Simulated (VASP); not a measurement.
# HC18N in VASP: single point with PBEsol

Aim: the single point of HC18N with PBEsol.

All numbers are computed with VASP 6.6.1; they aren't measurements. Logs are shortened: lines on timing, memory, paths and dates and some standing lists are left out, and cuts for length are marked.

## (1) The cell of the first run

The cell holds a slab with vacuum, 20 atoms: a = 7.398 Å, b = 7.398 Å, c = 13.000 Å, α = 90.00°, β = 90.00°, γ = 120.00°.

## (2) Single point, PBEsol

INCAR reads:

```
  PREC = Accurate
  ENCUT = 520
  EDIFF = 1E-6
  ISMEAR = 0
  SIGMA = 0.05
  LREAL = Auto
  LASPH = True
  NELM = 80
  ALGO = Normal
  ISIF = 2
  LWAVE = False
  LCHARG = False
  GGA = PS
  NBANDS = 55
```

KPOINTS reads:

```
Automatic mesh
0
Gamma
  2 2 1
```

POSCAR reads:

```
HC18N
1.0
    7.3980000000      0.0000000000      0.0000000000
   -3.6990000000      6.4068560000      0.0000000000
    0.0000000000      0.0000000000     13.0000000000
C N H
18 1 1
Direct
   -0.0205314789     -0.0163522592      0.0726129469
    0.2004391734      0.0901016696      0.0707150140
   -0.0219649003      0.3126019977      0.0642631706
    0.2010642324      0.4230621243      0.0657063946
   -0.0174477310      0.6411017398      0.0962659692
    0.2055272240      0.7575885765      0.0726121006
    0.3119784405     -0.0214431263      0.0707153257
    0.5348687846      0.0894510618      0.0674604898
    0.3113340195      0.3129911612      0.0674575234
    0.5342606879      0.4240053218      0.0711288170
    0.3111971544      0.6458931470      0.0643466413
    0.5344843581      0.7561543219      0.0642702058
    0.6449420045     -0.0208166151      0.0657090455
    0.8677714381      0.0893142773      0.0643425421
    0.6458804247      0.3123757481      0.0711279027
    0.8662776125      0.4177821865      0.0727662870
    0.6396635728      0.6443988859      0.0727752598
    0.8629915868      0.7606773398      0.0962809997
    0.9166015719      0.6947144276      0.1933394611
    1.0447332242      0.8227932137      0.2245659032
```

Potentials or basis: VASP PAW PBE potentials, release 64 (C, N, H).

The run is started by

```console
$ cat potpaw_PBE.64/C/POTCAR potpaw_PBE.64/N/POTCAR potpaw_PBE.64/H/POTCAR > POTCAR
$ mpirun -np 1 vasp_std > vasp.out
```

OUTCAR:

```text
PREC = Accurate
   ENCUT = 520
   EDIFF = 1E-6
   ISMEAR = 0
   LREAL = Auto
   LASPH = True
   NELM = 80
   ISIF = 2
   GGA = PS

 ion  position               nearest neighbor table
   1  0.979  0.984  0.073-  14 1.40   2 1.42  18 1.46
   2  0.200  0.090  0.071-   1 1.42   9 1.43   7 1.43
   3  0.978  0.313  0.064-  16 1.39   4 1.43  14 1.43
   4  0.201  0.423  0.066-   9 1.41  11 1.43   3 1.43
   5  0.983  0.641  0.096-   6 1.46  16 1.46  19 1.48  18 1.53
   6  0.206  0.758  0.073-  11 1.40   7 1.42   5 1.46
   7  0.312  0.979  0.071-   6 1.42   8 1.43   2 1.43
   8  0.535  0.089  0.067-  13 1.41   7 1.43  15 1.43
   9  0.311  0.313  0.067-   4 1.41   2 1.43  10 1.43
  10  0.534  0.424  0.071-  17 1.41   9 1.43  15 1.43
  11  0.311  0.646  0.064-   6 1.40   4 1.43  12 1.43
  12  0.534  0.756  0.064-  17 1.39  13 1.43  11 1.43
  13  0.645  0.979  0.066-   8 1.41  14 1.43  12 1.43
  14  0.868  0.089  0.064-   1 1.40  13 1.43   3 1.43
  15  0.646  0.312  0.071-  16 1.41   8 1.43  10 1.43
  16  0.866  0.418  0.073-   3 1.39  15 1.41   5 1.46
  17  0.640  0.644  0.073-  12 1.39  10 1.41  18 1.46
  18  0.863  0.761  0.096-   1 1.46  17 1.46  19 1.48   5 1.53
  19  0.917  0.695  0.193-  20 1.03  18 1.48   5 1.48
  20  0.045  0.823  0.225-  19 1.03

  LATTYP: Found a hexagonal cell.
 ALAT       =     7.3980000000
 C/A-ratio  =     1.7572316842

  Lattice vectors:

 A1 = (   7.3980000000,   0.0000000000,   0.0000000000)
 A2 = (  -3.6990000000,   6.4068560000,   0.0000000000)
 A3 = (   0.0000000000,   0.0000000000,  13.0000000000)

Analysis of symmetry for initial positions (statically):
=====================================================================
 Subroutine PRICEL returns:
 Original cell was already a primitive cell.

 Routine SETGRP: Setting up the symmetry group for a
 hexagonal supercell.

 Subroutine GETGRP returns: Found  1 space group operations
 (whereof  1 operations were pure point group operations)
 out of a pool of 24 trial point group operations.

The static configuration has the point symmetry C_1 .

Analysis of symmetry for dynamics (positions and initial velocities):
=====================================================================
 Subroutine PRICEL returns:
 Original cell was already a primitive cell.

 Routine SETGRP: Setting up the symmetry group for a
 hexagonal supercell.

 Subroutine GETGRP returns: Found  1 space group operations
 (whereof  1 operations were pure point group operations)
 out of a pool of 24 trial point group operations.

The dynamic configuration has the point symmetry C_1 .

 Subroutine INISYM returns: Found  1 space group operations
 (whereof  1 operations are pure point group operations),
 and found     1 'primitive' translations

----------------------------------------------------------------------------------------

                                     Primitive cell

  volume of cell :     616.1730

  direct lattice vectors                    reciprocal lattice vectors
     7.398000000  0.000000000  0.000000000     0.135171668  0.078041398  0.000000000
    -3.699000000  6.406856000  0.000000000     0.000000000  0.156082796  0.000000000
     0.000000000  0.000000000 13.000000000     0.000000000  0.000000000  0.076923077

  length of vectors
     7.398000000  7.398000054 13.000000000     0.156082797  0.156082796  0.076923077

  position of ions in fractional coordinates (direct lattice)
     0.979468521  0.983647741  0.072612947
     0.200439173  0.090101670  0.070715014
     0.978035100  0.312601998  0.064263171
     0.201064232  0.423062124  0.065706395
     0.982552269  0.641101740  0.096265969
     0.205527224  0.757588576  0.072612101
[... 12 lines left out ...]
     0.916601572  0.694714428  0.193339461
     0.044733224  0.822793214  0.224565903

  ion indices of the primitive-cell ions
   primitive index   ion index
                 1           1
                 2           2
                 3           3
                 4           4
                 5           5
                 6           6
[... 12 lines left out ...]
                19          19
                20          20

----------------------------------------------------------------------------------------

 KPOINTS: Automatic mesh

Automatic generation of k-mesh.
 Grid dimensions read from file:
 generate k-points for:    2    2    1

 Generating k-lattice:

  Cartesian coordinates                     Fractional coordinates (reciprocal lattice)
     0.067585834  0.039020699  0.000000000     0.500000000 -0.000000000  0.000000000
     0.000000000  0.078041398  0.000000000     0.000000000  0.500000000  0.000000000
     0.000000000  0.000000000  0.076923077     0.000000000  0.000000000  1.000000000

  Length of vectors
     0.078041399  0.078041398  0.076923077

  Shift w.r.t. Gamma in fractional coordinates (k-lattice)
     0.000000000  0.000000000  0.000000000

 Subroutine IBZKPT returns following result:
 ===========================================

 Found      4 irreducible k-points:

 Following reciprocal coordinates:
            Coordinates               Weight
  0.000000  0.000000  0.000000      1.000000
  0.500000  0.000000  0.000000      1.000000
  0.000000  0.500000  0.000000      1.000000
  0.500000  0.500000  0.000000      1.000000
   k-points           NKPTS =      4   k-points in BZ     NKDIM =      4   number of bands    NBANDS=     55
   number of dos      NEDOS =    301   number of ions     NIONS =     20
   total plane-waves  NPLWV = 307328
   dimension x,y,z NGX =    56 NGY =   56 NGZ =   98
   dimension x,y,z NGXF=   112 NGYF=  112 NGZF=  196
   ions per type =              18   1   1
   NGX,Y,Z   is equivalent  to a cutoff of  12.58, 12.58, 12.53 a.u.
   NGXF,Y,Z  is equivalent  to a cutoff of  25.17, 25.17, 25.06 a.u.
 SYSTEM =  unknown system
   PREC   = accura    normal or accurate (medium, high low for compatibility)
   ISTART =      0    job   : 0-new  1-cont  2-samecut
   ICHARG =      2    charge: 1-file 2-atom 10-const
   ISPIN  =      1    spin polarized calculation?
   LNONCOLLINEAR =      F non collinear calculations
   LSORBIT =      F    spin-orbit coupling
   LASPH  =      T    aspherical Exc in radial PAW
   ENCUT  =  520.0 eV  38.22 Ry    6.18 a.u.  13.76 13.76 24.17*2*pi/ulx,y,z
   NELM   =     80;   NELMIN=  2; NELMDL= -5     # of ELM steps
   EDIFF  = 0.1E-05   stopping-criterion for ELM
   LREAL  =      T    real-space projection
   EDIFFG = 0.1E-04   stopping-criterion for IOM
   NSW    =      0    number of steps for IOM
   IBRION =     -1    ionic relax: 0-MD 1-quasi-New 2-CG
   NFREE  =      0    steps in history (QN), initial steepest desc. (CG)
   ISIF   =      2    stress and relaxation
   ISYM   =      2    0-nonsym 1-usesym 2-fastsym
   POTIM  = 0.5000    time-step for ionic-motion
   TEBEG  =    0.0;   TEEND  =   0.0 temperature during run
   PSTRESS=    0.0 pullay stress
   NELECT =      78.0000    total number of electrons
   NUPDOWN=      -1.0000    fix difference up-down
   EMIN   =  10.00;   EMAX   =-10.00  energy-range for DOS
   EFERMI =   0.00;   METHOD = LEGACY
   ISMEAR =     0;   SIGMA  =   0.05  broadening in eV -4-tet -1-fermi 0-gaus
   EFERMI_NEDOS =   21; number of points for ismear=-14 and -15
   IALGO  =     38    algorithm
   IMIX   =      4    mixing-type and parameters
     AMIX     =   0.40;   BMIX     =  1.00
     AMIX_MAG =   1.60;   BMIX_MAG =  1.00
  volume/ion in A,a.u.               =      30.81       207.91
  Fermi-wavevector in a.u.,A,eV,Ry     =   0.822001  1.553356  9.193253  0.675685
  Thomas-Fermi vector in A             =   1.933259
   LORBIT       =      0    0 simple, 1 ext, 2 COOP (PROOUT), +10 PAW based schemes
   GGA     = PS    functional components
   LHFCALC =     F    Hartree Fock is set to
   AEXX    =    0.0000 exact exchange contribution
   IVDW    =     0    specifies the selected vdW correction
   LEPSILON=     F    determine dielectric tensor
   LRPA    =     F    only Hartree local field effects (RPA)
 non-spin polarized calculation
 Gauss-broadening in eV      SIGMA  =   0.05
  energy-cutoff  :      520.00
  volume of cell :      616.17
 maximum number of plane-waves:     16651
 NGX is ok and might be reduce to    56
   NGX = 27   NGY = 27   NGZ = 49

 number of electron      78.0000000 magnetization

 Free energy of the ion-electron system (eV)
  ---------------------------------------------------
  ext. energy  EPLUGINS =         0.00000000
  ---------------------------------------------------
  free energy    TOTEN  =      -183.08036434 eV

  energy without entropy =     -183.07832691  energy(sigma->0) =     -183.07934563

 E-fermi :  -1.8795     XC(G=0):  -3.5280

 val. band max:       -1.9490046434   @ k =   0.0000   0.0000   0.0000
 cond. band min:      -1.8099067830   @ k =   0.0000   0.0000   0.0000
 fundamental gap:      0.1390978604
 Fermi energy:        -1.8794557132

 k-point     1 :       0.0000    0.0000    0.0000
  band No.  band energies     occupation
      1     -23.0355      2.00000
      2     -20.8820      2.00000
      3     -18.9502      2.00000
      4     -18.8931      2.00000
      5     -18.8474      2.00000
      6     -18.8092      2.00000
[... 43 lines left out ...]
     50       4.1064      0.00000
     51       4.1362      0.00000

 k-point     2 :       0.5000    0.0000    0.0000
  band No.  band energies     occupation
      1     -22.9972      2.00000
      2     -20.7564      2.00000
      3     -20.1897      2.00000
      4     -19.5014      2.00000
      5     -18.6127      2.00000
      6     -17.0490      2.00000
[... 43 lines left out ...]
     50       3.8831      0.00000
     51       4.0033      0.00000

 k-point     3 :       0.0000    0.5000    0.0000
  band No.  band energies     occupation
      1     -22.9972      2.00000
      2     -20.7564      2.00000
      3     -20.1897      2.00000
      4     -19.5014      2.00000
      5     -18.6127      2.00000
      6     -17.0490      2.00000
[... 43 lines left out ...]
     50       3.8829      0.00000
     51       4.0033      0.00000

 k-point     4 :       0.5000    0.5000    0.0000
  band No.  band energies     occupation
      1     -22.9956      2.00000
      2     -20.7982      2.00000
      3     -20.1384      2.00000
      4     -19.5058      2.00000
      5     -18.5762      2.00000
      6     -17.0950      2.00000
[... 43 lines left out ...]
     50       4.0757      0.00000
     51       4.0909      0.00000
 [bands above 51 left out]

------------------------ aborting loop because EDIFF is reached ----------------------------------------

  FORCE on cell =-STRESS in cart. coord.  units (eV):
  Direction    XX          YY          ZZ          XY          YZ          ZX
  --------------------------------------------------------------------------------------
  -------------------------------------------------------------------------------------
  Total        0.0746640      2.8431004      0.0936623      2.4143380      0.0237467      0.0091380
  in kB        0.1941420      7.3926499      0.2435413      6.2777788      0.0617463      0.0237606
  external PRESSURE =       2.6101111 kB  Pullay stress =       0.0000000 kB

 VOLUME and BASIS-vectors are now :
 -----------------------------------------------------------------------------
  energy-cutoff  :      520.00
  volume of cell :      616.17
      direct lattice vectors                 reciprocal lattice vectors
     7.398000000  0.000000000  0.000000000     0.135171668  0.078041398  0.000000000
    -3.699000000  6.406856000  0.000000000     0.000000000  0.156082796  0.000000000
     0.000000000  0.000000000 13.000000000     0.000000000  0.000000000  0.076923077

 POSITION                                       TOTAL-FORCE (eV/Angst)
 -----------------------------------------------------------------------------------
      3.60760      6.30209      0.94397        -0.000755     -0.009160      0.000974
      1.14956      0.57727      0.91930         0.007101      0.005176     -0.004806
      6.07919      2.00280      0.83542         0.004082      0.006789     -0.004687
     -0.07743      2.71050      0.85418        -0.005285      0.000363     -0.002133
      4.89749      4.10745      1.25146         0.046667     -0.035844     -0.059169
     -1.28183      4.85376      0.94396        -0.008739     -0.009194      0.001307
[... 12 lines left out ...]
      4.21127      4.45094      2.51341         0.003266      0.003916      0.142126
     -2.71258      5.27152      2.91936         0.004663      0.011269      0.023434
 -----------------------------------------------------------------------------------
    total drift:                                0.003044     -0.026929      0.007817

  FREE ENERGIE OF THE ION-ELECTRON SYSTEM (eV)
  ---------------------------------------------------
  free  energy   TOTEN  =      -183.0803643440 eV

  energy  without entropy=     -183.0783269136  energy(sigma->0) =     -183.07934563
```

Wall time 2.8 min (1 thread of Intel Xeon 6975P-C (Granite Rapids), shared host); peak memory 0.63 GiB.

What came out:

| Quantity | Value |
| --- | --- |
| Free energy | -183.0804 eV |
| Largest force | 0.142 eV/Å |
| Band gap on the k mesh | 0.14 eV, direct |

Forces on the atoms (eV/Å):
```
C   -0.001 -0.009  0.001
C    0.007  0.005 -0.005
C    0.004  0.007 -0.005
C   -0.005  0.000 -0.002
C    0.047 -0.036 -0.059
C   -0.009 -0.009  0.001
C    0.001  0.000  0.000
C   -0.003  0.002 -0.004
C    0.006  0.002 -0.002
C   -0.002 -0.010 -0.001
C   -0.004 -0.006  0.000
C   -0.002  0.006 -0.007
C   -0.002  0.002 -0.004
C   -0.003  0.005 -0.001
C    0.000 -0.002  0.000
C   -0.003  0.005 -0.008
C    0.008  0.002 -0.009
C   -0.048  0.022 -0.061
N    0.003  0.004  0.142
H    0.005  0.011  0.023
```

Caveat: the k points lie up to 0.49 Å⁻¹ apart; the PAW data sets were made with another functional, which shifts forces and pressure a little.
